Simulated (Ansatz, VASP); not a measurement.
# Two plane-wave programs on AlN

INCAR

```
SYSTEM = AlN
ALGO = Normal
EDIFF = 1E-6
ENCUT = 520
GGA = PS
ISIF = 2
ISMEAR = 0
LASPH = .True.
LCHARG = .False.
LREAL = .False.
LWAVE = .False.
NBANDS = 16
NELM = 100
PREC = Accurate
SIGMA = 0.02
```

KPOINTS

```
k-points
0
Gamma
  9 9 6
  0 0 0
```

POSCAR

```
AlN
1.0
    3.3121157418      0.0000000000      0.0000000000
   -1.6560578709      2.8683763727      0.0000000000
    0.0000000000      0.0000000000      4.1875630000
Al N
2 2
Direct
    0.3184062222      0.6877587417      0.7758551334
    0.6666666700      0.3333333300      0.2500000000
    0.3333333300      0.6666666700      0.2500000000
    0.6666666700      0.3333333300      0.7500000000
```

Input for Ansatz:

```yaml
crystal:
  lattice:
    - [3.3121157418, 0.0, 0.0]
    - [-1.6560578709, 2.8683763727, 0.0]
    - [0.0, 0.0, 4.187563]
  atoms:
    - { symbol: Al, position: [0.3184062222, 0.6877587417, 0.7758551334] }
    - { symbol: Al, position: [0.66666667, 0.33333333, 0.25] }
    - { symbol: "N", position: [0.33333333, 0.66666667, 0.25] }
    - { symbol: "N", position: [0.66666667, 0.33333333, 0.75] }
basis:
  ecutwfc: 420
kpoints:
  mp_grid: { grid: [9, 9, 6] }
hamiltonian:
  xc: pbesol
scf:
  occupations: { method: gaussian, width: 0.02 }
output:
  forces: true
  stress: true
  eigenvalues: true
```

Change from the starting cell: one atom moved.

Alike in both runs: task single point; functional PBEsol; k mesh 9 × 9 × 6; occupations gaussian, width 0.02 eV; no spin polarisation.

```csv
,VASP,Ansatz
version,VASP 6.6.1,Ansatz 0.2.0
potentials or method,"VASP PAW PBE potentials, release 64 (Al, N), cutoff 520 eV","scalar-relativistic, plane waves, PAW"
valence electrons in the cell,16,16
```

```csv
,VASP,Ansatz,Ansatz less VASP
gap on the k mesh at the Fermi level (eV),3.19,3.17,-0.014
least direct gap on the mesh (eV),3.19,3.17,-0.014
pressure (GPa),-2.1,-2.0,+0.07
"traceless stress, the component that is largest in VASP (GPa)",3.22,3.17,-0.048
rms of the force components (eV/Å),0.632,0.627,-0.0048
```

VASP's potentials were made for PBE, not for PBEsol. Atom by atom the forces differ by 0.005 eV/Å (rms over components). With one functional, cell and mesh, what is left measures potentials, basis and numerics.
